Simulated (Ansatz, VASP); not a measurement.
# Sc: VASP beside Ansatz

File INCAR:

```
PREC = Accurate ; ENCUT = 520
EDIFF = 1E-7 ; ISMEAR = 0
SIGMA = 0.15 ; LREAL = False
LASPH = True ; NELM = 60
ALGO = Fast ; ISIF = 2
LWAVE = False ; LCHARG = False
GGA = PS ; NBANDS = 18
```

The input KPOINTS:

```
regular mesh
0
Gamma
  18 18 10
```

Contents of POSCAR:

```
Sc
1.0
    3.2095339604      0.0000000000      0.0000000000
   -1.6047669802      2.7795379440      0.0000000000
    0.0000000000      0.0000000000      5.2680000000
Sc
2
Direct
    0.3333333333      0.6666666667      0.2500000000
    0.6666666667      0.3333333333      0.7500000000
```

Input for Ansatz:

```yaml
crystal:
  lattice:
    - [3.2095339604, 0.0, 0.0]
    - [-1.6047669802, 2.779537944, 0.0]
    - [0.0, 0.0, 5.268]
  atoms:
    - { symbol: Sc, position: [0.3333333333, 0.6666666667, 0.25] }
    - { symbol: Sc, position: [0.6666666667, 0.3333333333, 0.75] }
basis:
  ecutwfc: 420
kpoints:
  mp_grid: { grid: [18, 18, 10] }
hamiltonian:
  xc: pbesol
scf:
  occupations: { method: gaussian, width: 0.15 }
output:
  forces: true
  stress: true
  eigenvalues: true
```

Change from the starting cell: strain -0.030 along x and y, +0.000 along z, atoms carried along.

Alike in both runs: task single point; functional PBEsol; k mesh 18 × 18 × 10; occupations gaussian, width 0.15 eV; no spin polarisation.

```csv
,VASP,Ansatz
version,VASP 6.6.1,Ansatz 0.2.0
potentials or method,"VASP PAW PBE potentials, release 64 (Sc_sv), cutoff 520 eV","scalar-relativistic, plane waves, PAW"
valence electrons in the cell,22,22
```

```tsv
	VASP	Ansatz	Ansatz less VASP
gap on the k mesh at the Fermi level (eV)	none	none	-
pressure (GPa)	0.6	0.6	-0.01
traceless stress, the component that is largest in VASP (GPa)	-2.81	-2.81	-0.002
```

VASP's potentials were made for PBE, not for PBEsol. A gap of «none» marks a metal or a gap that the smearing closes. With one functional, cell and mesh, what is left measures potentials, basis and numerics.
